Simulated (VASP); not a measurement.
# BaTiO3 (Pm-3m) in VASP: notebook

The runs below take BaTiO3 through single point, with PBE+U.

All numbers are computed with VASP 6.6.1; they aren't measurements. Logs are shortened: lines on timing, memory, paths and dates and some standing lists are left out, and cuts for length are marked.

## (1) The cell of the first run

Symmetry: Pm-3m, No. 221, cubic system. The conventional cell has a = 3.655 Å, b = 3.655 Å, c = 3.655 Å, α = 90.00°, β = 90.00°, γ = 90.00°. Within 3.4 Å of Ba (site symmetry m-3m) lie 12 O at 2.58 Å and 8 Ti at 3.17 Å. Ti (site symmetry m-3m) has 6 O at 1.83 Å within 2.4 Å. Within 2.4 Å of O (site symmetry 4/mmm) lie 2 Ti at 1.83 Å.

## (2) Single point, PBE+U

INCAR

```
PREC = Accurate
ENCUT = 520
EDIFF = 1E-6
ISMEAR = 0
SIGMA = 0.02
LREAL = False
LASPH = True
NELM = 150
ALGO = Normal
ISIF = 2
LWAVE = False
LCHARG = False
LMAXMIX = 4
LDAU = True
LDAUTYPE = 2
LDAUL = -1 2 -1
LDAUU = 0 4 0
LDAUJ = 0 0 0
LDAUPRINT = 1
GGA = PE
NBANDS = 28
```

KPOINTS

```
Automatic mesh
0
Gamma
  8 8 8
```

POSCAR

```
BaTiO3
1.0
    3.6552371690      0.0000000000      0.0000000000
    0.0000000000      3.6552371690      0.0000000000
    0.0000000000      0.0000000000      3.6552371690
Ba Ti O
1 1 3
Direct
    0.5000000000      0.5000000000      0.5719993980
    0.0000000000      0.0000000000      0.0719993980
    0.0000000000      0.5000000000      0.0719993980
    0.5000000000      0.0000000000      0.0719993980
    0.0000000000      0.0000000000      0.5719993980
```

Potentials or basis: VASP PAW PBE potentials, release 64 (Ba_sv, Ti_sv, O).

Started as:

```sh
$ cat potpaw_PBE.64/Ba_sv/POTCAR potpaw_PBE.64/Ti_sv/POTCAR potpaw_PBE.64/O/POTCAR > POTCAR
$ mpirun -np 1 vasp_std > vasp.out
```

OUTCAR:

```text
PREC = Accurate
   ENCUT = 520
   EDIFF = 1E-6
   ISMEAR = 0
   LREAL = False
   LASPH = True
   NELM = 150
   ISIF = 2
   GGA = PE

 ion  position               nearest neighbor table
   1  0.500  0.500  0.572-   3 2.58   4 2.58   5 2.58   3 2.58   4 2.58   4 2.58   5 2.58   4 2.58
                             3 2.58   5 2.58   3 2.58   5 2.58   2 3.17   2 3.17   2 3.17   2 3.17
   2  0.000  0.000  0.072-   3 1.83   4 1.83   5 1.83   5 1.83   3 1.83   4 1.83   1 3.17   1 3.17
                             1 3.17   1 3.17   1 3.17   1 3.17   1 3.17   1 3.17
   3  0.000  0.500  0.072-   2 1.83   2 1.83   1 2.58   1 2.58   1 2.58   1 2.58
   4  0.500  0.000  0.072-   2 1.83   2 1.83   1 2.58   1 2.58   1 2.58   1 2.58
   5  0.000  0.000  0.572-   2 1.83   2 1.83   1 2.58   1 2.58   1 2.58   1 2.58

  LATTYP: Found a simple cubic cell.
 ALAT       =     3.6552371690

  Lattice vectors:

 A1 = (   3.6552371690,   0.0000000000,   0.0000000000)
 A2 = (   0.0000000000,   3.6552371690,   0.0000000000)
 A3 = (   0.0000000000,   0.0000000000,   3.6552371690)

Analysis of symmetry for initial positions (statically):
=====================================================================
 Subroutine PRICEL returns:
 Original cell was already a primitive cell.

 Routine SETGRP: Setting up the symmetry group for a
 simple cubic supercell.

 Subroutine GETGRP returns: Found 48 space group operations
 (whereof  8 operations were pure point group operations)
 out of a pool of 48 trial point group operations.

The static configuration has the point symmetry C_4v.
 The point group associated with its full space group is O_h .

Analysis of symmetry for dynamics (positions and initial velocities):
=====================================================================
 Subroutine PRICEL returns:
 Original cell was already a primitive cell.

 Routine SETGRP: Setting up the symmetry group for a
 simple cubic supercell.

 Subroutine GETGRP returns: Found 48 space group operations
 (whereof  8 operations were pure point group operations)
 out of a pool of 48 trial point group operations.

The dynamic configuration has the point symmetry C_4v.
 The point group associated with its full space group is O_h .

 Subroutine INISYM returns: Found 48 space group operations
 (whereof  8 operations are pure point group operations),
 and found     1 'primitive' translations

----------------------------------------------------------------------------------------

                                     Primitive cell

  volume of cell :      48.8367

  direct lattice vectors                    reciprocal lattice vectors
     3.655237169  0.000000000  0.000000000     0.273580059  0.000000000  0.000000000
     0.000000000  3.655237169  0.000000000     0.000000000  0.273580059  0.000000000
     0.000000000  0.000000000  3.655237169     0.000000000  0.000000000  0.273580059

  length of vectors
     3.655237169  3.655237169  3.655237169     0.273580059  0.273580059  0.273580059

  position of ions in fractional coordinates (direct lattice)
     0.500000000  0.500000000  0.571999398
     0.000000000  0.000000000  0.071999398
     0.000000000  0.500000000  0.071999398
     0.500000000  0.000000000  0.071999398
     0.000000000  0.000000000  0.571999398

  ion indices of the primitive-cell ions
   primitive index   ion index
                 1           1
                 2           2
                 3           3
                 4           4
                 5           5

----------------------------------------------------------------------------------------

 KPOINTS: Automatic mesh

Automatic generation of k-mesh.
 Grid dimensions read from file:
 generate k-points for:    8    8    8

 Generating k-lattice:
[... 55 lines left out ...]
   ICHARG =      2    charge: 1-file 2-atom 10-const
   ISPIN  =      1    spin polarized calculation?
   LNONCOLLINEAR =      F non collinear calculations
   LSORBIT =      F    spin-orbit coupling
   LASPH  =      T    aspherical Exc in radial PAW
   ENCUT  =  520.0 eV  38.22 Ry    6.18 a.u.   6.80  6.80  6.80*2*pi/ulx,y,z
   NELM   =    150;   NELMIN=  2; NELMDL= -5     # of ELM steps
   EDIFF  = 0.1E-05   stopping-criterion for ELM
   LREAL  =      F    real-space projection
   EDIFFG = 0.1E-04   stopping-criterion for IOM
   NSW    =      0    number of steps for IOM
   IBRION =     -1    ionic relax: 0-MD 1-quasi-New 2-CG
   NFREE  =      0    steps in history (QN), initial steepest desc. (CG)
   ISIF   =      2    stress and relaxation
   ISYM   =      2    0-nonsym 1-usesym 2-fastsym
   POTIM  = 0.5000    time-step for ionic-motion
   TEBEG  =    0.0;   TEEND  =   0.0 temperature during run
   PSTRESS=    0.0 pullay stress
   NELECT =      40.0000    total number of electrons
   NUPDOWN=      -1.0000    fix difference up-down
   EMIN   =  10.00;   EMAX   =-10.00  energy-range for DOS
   EFERMI =   0.00;   METHOD = LEGACY
   ISMEAR =     0;   SIGMA  =   0.02  broadening in eV -4-tet -1-fermi 0-gaus
   EFERMI_NEDOS =   21; number of points for ismear=-14 and -15
   IALGO  =     38    algorithm
   IMIX   =      4    mixing-type and parameters
     AMIX     =   0.40;   BMIX     =  1.00
     AMIX_MAG =   1.60;   BMIX_MAG =  1.00
  volume/ion in A,a.u.               =       9.77        65.91
  Fermi-wavevector in a.u.,A,eV,Ry     =   1.531720  2.894530 31.921511  2.346165
  Thomas-Fermi vector in A             =   2.639025
   LORBIT       =      0    0 simple, 1 ext, 2 COOP (PROOUT), +10 PAW based schemes
 LDA+U is selected, type is set to LDAUTYPE =  2
   angular momentum for each species LDAUL =    -1    2   -1
   U (eV)           for each species LDAUU =   0.0  4.0  0.0
   J (eV)           for each species LDAUJ =   0.0  0.0  0.0
   GGA     = PE    functional components
   LHFCALC =     F    Hartree Fock is set to
   AEXX    =    0.0000 exact exchange contribution
   IVDW    =     0    specifies the selected vdW correction
   LEPSILON=     F    determine dielectric tensor
   LRPA    =     F    only Hartree local field effects (RPA)
 non-spin polarized calculation
 Gauss-broadening in eV      SIGMA  =   0.02
  energy-cutoff  :      520.00
  volume of cell :       48.84
 maximum number of plane-waves:      1357
 NGX is ok and might be reduce to    28
   NGX = 13   NGY = 13   NGZ = 13

atom =   2  type =  2  l = 2

 onsite density matrix

spin component  1

  0.1244 -0.0000  0.0000  0.0000  0.0000
 -0.0000  0.1244 -0.0000 -0.0000 -0.0000
  0.0000 -0.0000  0.3147  0.0000 -0.0000
  0.0000 -0.0000  0.0000  0.1244  0.0000
  0.0000 -0.0000 -0.0000  0.0000  0.3147

spin component  2

  0.1244 -0.0000  0.0000  0.0000  0.0000
 -0.0000  0.1244 -0.0000 -0.0000 -0.0000
  0.0000 -0.0000  0.3147  0.0000 -0.0000
  0.0000 -0.0000  0.0000  0.1244  0.0000
  0.0000 -0.0000 -0.0000  0.0000  0.3147

 occupancies and eigenvectors

  o =  0.1244  v =  0.0000 -0.9421 -0.0000 -0.3352 -0.0000  0.0000  0.0000  0.0000  0.0000  0.0000      0.0000  0.0000  0.0000  0.0000  0.0000  0.0000  0.0000  0.0000  0.0000  0.0000
  o =  0.1244  v =  0.0000  0.0000  0.0000  0.0000  0.0000  0.0000 -0.9421 -0.0000 -0.3352 -0.0000      0.0000  0.0000  0.0000  0.0000  0.0000  0.0000  0.0000  0.0000  0.0000  0.0000
  o =  0.1244  v =  0.0000  0.3352  0.0000 -0.9421  0.0000  0.0000  0.0000  0.0000  0.0000  0.0000      0.0000  0.0000  0.0000  0.0000  0.0000  0.0000  0.0000  0.0000  0.0000  0.0000
  o =  0.1244  v =  0.0000  0.0000  0.0000  0.0000  0.0000  0.0000  0.3352  0.0000 -0.9421  0.0000      0.0000  0.0000  0.0000  0.0000  0.0000  0.0000  0.0000  0.0000  0.0000  0.0000
  o =  0.1244  v =  1.0000  0.0000  0.0000  0.0000  0.0000  0.0000  0.0000  0.0000  0.0000  0.0000      0.0000  0.0000  0.0000  0.0000  0.0000  0.0000  0.0000  0.0000  0.0000  0.0000
  o =  0.1244  v =  0.0000  0.0000  0.0000  0.0000  0.0000  1.0000  0.0000  0.0000  0.0000  0.0000      0.0000  0.0000  0.0000  0.0000  0.0000  0.0000  0.0000  0.0000  0.0000  0.0000
  o =  0.3147  v =  0.0000  0.0000  0.0000  0.0000  0.0000  0.0000 -0.0000  0.0085  0.0000  1.0000      0.0000  0.0000  0.0000  0.0000  0.0000  0.0000  0.0000  0.0000  0.0000  0.0000
  o =  0.3147  v =  0.0000 -0.0000  0.0085  0.0000  1.0000  0.0000  0.0000  0.0000  0.0000  0.0000      0.0000  0.0000  0.0000  0.0000  0.0000  0.0000  0.0000  0.0000  0.0000  0.0000
  o =  0.3147  v =  0.0000  0.0000  0.0000  0.0000  0.0000  0.0000  0.0000 -1.0000 -0.0000  0.0085      0.0000  0.0000  0.0000  0.0000  0.0000  0.0000  0.0000  0.0000  0.0000  0.0000
  o =  0.3147  v =  0.0000  0.0000 -1.0000 -0.0000  0.0085  0.0000  0.0000  0.0000  0.0000  0.0000      0.0000  0.0000  0.0000  0.0000  0.0000  0.0000  0.0000  0.0000  0.0000  0.0000

 number of electron      40.0000000 magnetization

 Free energy of the ion-electron system (eV)
  ---------------------------------------------------
  ext. energy  EPLUGINS =         0.00000000
  ---------------------------------------------------
  free energy    TOTEN  =       -33.13563714 eV

  energy without entropy =      -33.13563714  energy(sigma->0) =      -33.13563714

 E-fermi :   6.7439     XC(G=0): -12.7584

 val. band max:        6.5769180560   @ k =   0.0000   0.0000   0.0000
 cond. band min:       9.1181671024   @ k =   0.0000   0.0000   0.0000
 fundamental gap:      2.5412490463
 Fermi energy:         6.7439441820

 k-point     1 :       0.0000    0.0000    0.0000
  band No.  band energies     occupation
      1     -49.9457      2.00000
      2     -26.3331      2.00000
      3     -26.3331      2.00000
      4     -26.3331      2.00000
      5     -18.2553      2.00000
      6     -10.9635      2.00000
[... 733 lines left out ...]
     27      17.0053      0.00000
     28      17.3955      0.00000

 [... further k-points ...]

------------------------ aborting loop because EDIFF is reached ----------------------------------------

  FORCE on cell =-STRESS in cart. coord.  units (eV):
  Direction    XX          YY          ZZ          XY          YZ          ZX
  --------------------------------------------------------------------------------------
  -------------------------------------------------------------------------------------
  Total       30.2128218     30.2128218     30.2128218     -0.0000000     -0.0000000      0.0000000
  in kB      991.1860660    991.1860660    991.1860660     -0.0000000     -0.0000000      0.0000000
  external PRESSURE =     991.1860660 kB  Pullay stress =       0.0000000 kB

 VOLUME and BASIS-vectors are now :
 -----------------------------------------------------------------------------
  energy-cutoff  :      520.00
  volume of cell :       48.84
      direct lattice vectors                 reciprocal lattice vectors
     3.655237169  0.000000000  0.000000000     0.273580059  0.000000000  0.000000000
     0.000000000  3.655237169  0.000000000     0.000000000  0.273580059  0.000000000
     0.000000000  0.000000000  3.655237169     0.000000000  0.000000000  0.273580059

 POSITION                                       TOTAL-FORCE (eV/Angst)
 -----------------------------------------------------------------------------------
      1.82762      1.82762      2.09079         0.000000     -0.000000     -0.000000
      0.00000      0.00000      0.26317         0.000000      0.000000     -0.000000
      0.00000      1.82762      0.26317         0.000000     -0.000000      0.000000
      1.82762      0.00000      0.26317         0.000000      0.000000      0.000000
      0.00000      0.00000      2.09079         0.000000      0.000000     -0.000000
 -----------------------------------------------------------------------------------
    total drift:                               -0.000000     -0.000000      0.000011

  FREE ENERGIE OF THE ION-ELECTRON SYSTEM (eV)
  ---------------------------------------------------
  free  energy   TOTEN  =       -33.1356371361 eV

  energy  without entropy=      -33.1356371361  energy(sigma->0) =      -33.13563714
```

Run time: 35 s. Hardware: 1 thread of Intel Xeon Platinum 8488C (Sapphire Rapids), shared host; peak memory 0.18 GiB.

What came out:

- Free energy: -33.1356 eV
- Pressure: 99.1 GPa
- Band gap on the k mesh: 2.54 eV, direct

Levels at points of the mesh, in eV from the valence-band top:
| k point | band 18 | band 19 | band 20 | band 21 | band 22 | band 23 |
| --- | --- | --- | --- | --- | --- | --- |
| (0.00, 0.00, 0.00) | 0.00 | 0.00 | 0.00 | 2.54 | 2.54 | 2.54 |
| (0.50, 0.00, 0.00) | -2.14 | -0.86 | -0.86 | 2.92 | 5.31 | 5.31 |
| (0.50, 0.50, 0.00) | -0.74 | -0.74 | -0.38 | 5.35 | 5.35 | 5.82 |
| (0.50, 0.50, 0.50) | -0.24 | -0.24 | -0.24 | 6.40 | 6.40 | 6.40 |

Eigenvalues of the final occupation matrices:
```
    site  spin  trace               eigenvalues
site 2 d     1   1.00  0.12 0.12 0.12 0.31 0.31
site 2 d     2   1.00  0.12 0.12 0.12 0.31 0.31
```

Caveat: spin-orbit coupling is left out, which moves the levels of the heavy elements. A k mesh can miss the band edges.

## (3) Single point, PBE+U

INCAR

```
SYSTEM = BaTiO3
PREC = Accurate
ENCUT = 520
EDIFF = 1E-6
ISMEAR = 0
SIGMA = 0.02
LREAL = .FALSE.
LASPH = .TRUE.
NELM = 150
ALGO = Normal
ISIF = 2
LWAVE = .FALSE.
LCHARG = .FALSE.
LMAXMIX = 4
LDAU = .TRUE.
LDAUTYPE = 2
LDAUL = -1 2 -1
LDAUU = 0 4 0
LDAUJ = 0 0 0
LDAUPRINT = 1
GGA = PE
NBANDS = 28
```

KPOINTS

```
regular mesh
0
G
  8 8 8
  0 0 0
```

POSCAR is that of step 2.

Potentials or basis: VASP PAW PBE potentials, release 64 (Ba_sv, Ti_sv, O).

Started as:

```sh
$ cat potpaw_PBE.64/Ba_sv/POTCAR potpaw_PBE.64/Ti_sv/POTCAR potpaw_PBE.64/O/POTCAR > POTCAR
$ mpirun -np 1 vasp_std > vasp.out
```

Wall time 31 s (1 thread of Intel Xeon Platinum 8488C (Sapphire Rapids), shared host); peak memory 0.18 GiB.

It converged, with:

| Quantity | Value |
| --- | --- |
| Free energy | -33.1356 eV |
| Pressure | 99.1 GPa |
| Band gap on the k mesh | 2.54 eV, direct |

Levels at points of the mesh, in eV from the valence-band top:
```tsv
k point	band 17	band 18	band 19	band 20	band 21	band 22	band 23	band 24
(0.00, 0.00, 0.00)	-1.86	0.00	0.00	0.00	2.54	2.54	2.54	4.88
(0.50, 0.00, 0.00)	-2.14	-2.14	-0.86	-0.86	2.92	5.31	5.31	5.80
(0.50, 0.50, 0.00)	-1.76	-0.74	-0.74	-0.38	5.35	5.35	5.82	7.09
(0.50, 0.50, 0.50)	-2.01	-0.24	-0.24	-0.24	6.40	6.40	6.40	7.81
```

Eigenvalues of the final occupation matrices:
```
    site  spin  trace               eigenvalues
site 2 d     1   1.00  0.12 0.12 0.12 0.31 0.31
site 2 d     2   1.00  0.12 0.12 0.12 0.31 0.31
```

Caveat: spin-orbit coupling is left out, which moves the levels of the heavy elements. A k mesh can miss the band edges.

[end of part 1 of 2]
